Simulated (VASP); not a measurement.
# Mg in VASP: notebook, part 2 of 2

VASP 6.6.1. The steps go on from the part before.

### Step 5. Single point, PBE (volume scaled by 1.06)

INCAR reads:

```
SYSTEM = Mg
  PREC = Accurate
  ENCUT = 520
  EDIFF = 1E-6
  ISMEAR = -1
  SIGMA = 0.05
  LREAL = .False.
  LASPH = .True.
  NELM = 80
  ALGO = Normal
  ISIF = 2
  LWAVE = .False.
  LCHARG = .False.
  GGA = PE
  NBANDS = 7
```

KPOINTS reads:

```
Automatic mesh
0
Gamma
  10 10 10
  0 0 0
```

POSCAR reads:

```
Mg
1.0
    0.0000000000      2.2882721944      2.2882721944
    2.2882721944      0.0000000000      2.2882721944
    2.2882721944      2.2882721944      0.0000000000
Mg
1
Direct
    0.0000000000      0.0000000000      0.0000000000
```

The run is started by

```
cat potpaw_PBE.64/Mg/POTCAR > POTCAR
mpirun -np 1 vasp_std > vasp.out
```

Wall time 3.7 s (1 thread of Intel Xeon Platinum 8559C (Emerald Rapids), shared host); peak memory 0.13 GiB.

The run converged. Its results:

| Quantity | Value |
| --- | --- |
| Free energy | -1.4923 eV |
| Pressure | -1.3 GPa |
| Band gap on the k mesh | zero (band 1 reaches 3.24 eV, above the bottom of band 2 at 1.11 eV) |

Levels at points of the mesh, in eV from the Fermi level:
| k point | band 1 | band 2 | band 3 | band 4 |
| --- | --- | --- | --- | --- |
| (0.00, 0.00, 0.00) | -6.82 | 12.02 | 12.02 | 12.02 |
| (0.50, 0.00, 0.00) | -1.71 | -1.37 | 10.96 | 10.96 |
| (0.50, 0.50, 0.00) | -0.28 | 0.69 | 5.94 | 6.65 |

### Step 6. Single point, PBE (the cell strained at random)

INCAR reads:

```
SYSTEM = Mg
PREC = Accurate ; ENCUT = 520
EDIFF = 1E-6 ; ISMEAR = -1
SIGMA = 0.05 ; LREAL = .False.
LASPH = .True. ; NELM = 100
ALGO = Normal ; ISIF = 2
LWAVE = .False. ; LCHARG = .False.
GGA = PE ; NBANDS = 7
```

KPOINTS is that of step 5.

POSCAR reads:

```
Mg
1.0
    0.0207430000      2.2136530000      2.2741310000
    2.2675650000      0.0412810000      2.2535940000
    2.3014000000      2.2269500000      0.0074460000
Mg
1
Direct
    0.0017210000      0.0071970000     -0.0104890000
```

Potentials or basis: VASP PAW PBE potentials, release 64 (Mg).

The run is started by

```
cat potpaw_PBE.64/Mg/POTCAR > POTCAR
mpirun -np 1 vasp_std > vasp.out
```

OUTCAR:

```text
SYSTEM = Mg
   PREC = Accurate
   ENCUT = 520
   EDIFF = 1E-6
   ISMEAR = -1
   LREAL = .False.
   LASPH = .True.
   NELM = 100
   ISIF = 2
   GGA = PE

 ion  position               nearest neighbor table
   1  0.002  0.007  0.990-

  LATTYP: Found a triclinic cell.
 ALAT       =     3.1972239626
 B/A-ratio  =     2.4572061136
 C/A-ratio  =     0.9803011328
 COS(alpha) =     0.0095623683
 COS(beta)  =     0.4884759302
 COS(gamma) =     0.8286004081

[... 194 lines left out ...]
      7      17.3674      0.00000
[... 221 lines left out ...]
 k-point    24 :      -0.3000    0.2000    0.0000
  band No.  band energies     occupation
      1      -0.4385      2.00000
      2       4.9823      0.00000
      3       8.2681      0.00000
      4      12.6744      0.00000
      5      14.3808      0.00000
      6      17.8090      0.00000
      7      19.9210      0.00000

 [... further k-points ...]
[... 5 lines left out ...]
  --------------------------------------------------------------------------------------
  -------------------------------------------------------------------------------------
  Total        0.0821298      0.1268794      0.0887754     -0.1007987     -0.0593353      0.0164511
  in kB        5.8205533      8.9919656      6.2915279     -7.1436226     -4.2051058      1.1658950
  external PRESSURE =       7.0346822 kB  Pullay stress =       0.0000000 kB

 VOLUME and BASIS-vectors are now :
 -----------------------------------------------------------------------------
  energy-cutoff  :      520.00
  volume of cell :       22.61
      direct lattice vectors                 reciprocal lattice vectors
     0.020743000  2.213653000  2.274131000    -0.221979294  0.228667564  0.219166740
     2.267565000  0.041281000  2.253594000     0.223286814 -0.231498239  0.223305136
     2.301400000  2.226950000  0.007446000     0.216514797  0.226033742 -0.221997518

 POSITION                                       TOTAL-FORCE (eV/Angst)
 -----------------------------------------------------------------------------------
      2.29362      2.20770      0.02750         0.000000     -0.000000     -0.000000
 -----------------------------------------------------------------------------------
    total drift:                                0.000000     -0.000000      0.000000

  FREE ENERGIE OF THE ION-ELECTRON SYSTEM (eV)
  ---------------------------------------------------
  free  energy   TOTEN  =        -1.4941468210 eV

  energy  without entropy=       -1.4906890182  energy(sigma->0) =       -1.49241792
```

stdout:

```text
POSCAR found type information on POSCAR Mg
 POSCAR found :  1 types and       1 ions
 scaLAPACK will be used
 LDA part: xc-table for (Slater+PW92), standard interpolation
 POSCAR, INCAR and KPOINTS ok, starting setup
 FFT: planning ... GRIDC
 FFT: planning ... GRID_SOFT
 FFT: planning ... GRID
 WAVECAR not read
 entering main loop
```

It took 25 s on 1 thread of Intel Xeon Platinum 8559C (Emerald Rapids), shared host; peak memory 0.2 GiB.

What came out:

- Free energy: -1.4941 eV
- Pressure: 0.7 GPa
- Band gap on the k mesh: zero (band 1 reaches 3.80 eV, above the bottom of band 2 at 1.27 eV)

Caveat: the cell differs from its parent crystal (the cell strained at random).

### Step 7. The runs side by side

```tsv
level	potentials or basis	cell	smearing	gap on the mesh (eV)	pressure (GPa)
PBEsol	VASP PAW PBE potentials, release 64 (Mg)	a = 3.174 Å, angles 60.0°, 1 atom	gaussian 0.05 eV	none	0.1
LDA	VASP PAW LDA potentials, release 64 (Mg)	a = 3.174 Å, angles 60.0°, 1 atom	gaussian 0.05 eV	none	-1.7
PBEsol+D3(BJ)	VASP PAW PBE potentials, release 64 (Mg)	a = 3.174 Å, angles 60.0°, 1 atom	tetrahedron	none	-2.2
PBE	VASP PAW PBE potentials, release 64 (Mg)	a = 3.236 Å, angles 60.0°, 1 atom	fermi-dirac 0.05 eV	none	-1.3
PBE	VASP PAW PBE potentials, release 64 (Mg)	a = 3.174, b = 3.197, c = 3.202 Å, angles 58.6, 60.6, 58.8°, 1 atom	fermi-dirac 0.05 eV	none	0.7
```

Alike in all rows: task single point; no spin polarisation; k mesh 10 × 10 × 10; cutoff (eV) 520.

Caveats: the PAW data sets were made with another functional, which shifts forces and pressure a little (some runs); pairwise dispersion overbinds metals, which lowers pressure and volume (some runs).

Total energies depend on the potentials used, so only differences within one code and one set of settings carry meaning.
